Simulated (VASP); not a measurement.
Write the native input for VASP 6.6.1 that does the following.

```yaml
Task: single point
Functional: LDA
Potentials_or_basis: VASP PAW LDA potentials, release 64 (Hg, Te)
Cutoff: 520 eV
k_mesh: 7 × 7 × 7
Occupations: fermi-dirac, width 0.05 eV
Spin: no spin polarisation
Dipole_correction: no
Further_INCAR_settings: ALGO = Normal; EDIFF = 1e-07; NBANDS = 16
```

The structure of HgTe lies in POSCAR:

```
HgTe
1.0
    0.0000000000      3.1150838257      3.1150838257
    3.1150838257      0.0000000000      3.1150838257
    3.1150838257      3.1150838257      0.0000000000
Hg Te
1 1
Direct
    0.0000000000      0.0000000000      0.0000000000
    0.5000000000      0.5000000000      0.5000000000
```

The input as run:

INCAR

```
  PREC = Accurate
  ENCUT = 520
  EDIFF = 1E-7
  ISMEAR = -1
  SIGMA = 0.05
  LREAL = False
  LASPH = True
  NELM = 60
  ALGO = Normal
  ISIF = 2
  LWAVE = False
  LCHARG = False
  NBANDS = 16
```

KPOINTS

```
regular mesh
0
Gamma
  7 7 7
```

Potentials or basis: VASP PAW LDA potentials, release 64 (Hg, Te).

Command:

```console
$ cat potpaw_LDA.64/Hg/POTCAR potpaw_LDA.64/Te/POTCAR > POTCAR
$ mpirun -np 1 vasp_std > vasp.out
```

Results of the run:

```yaml
Pressure: -6.3 GPa
Band_gap_on_the_k_mesh: zero (band 9 reaches 3.74 eV, above the bottom of band 10 at 1.56 eV)
```

Caveat: spin-orbit coupling is left out, which moves the levels of the heavy elements.

Run time: 11 s on 1 thread of Intel Xeon 6975P-C, with other jobs on the host, peak memory 0.18 GiB.
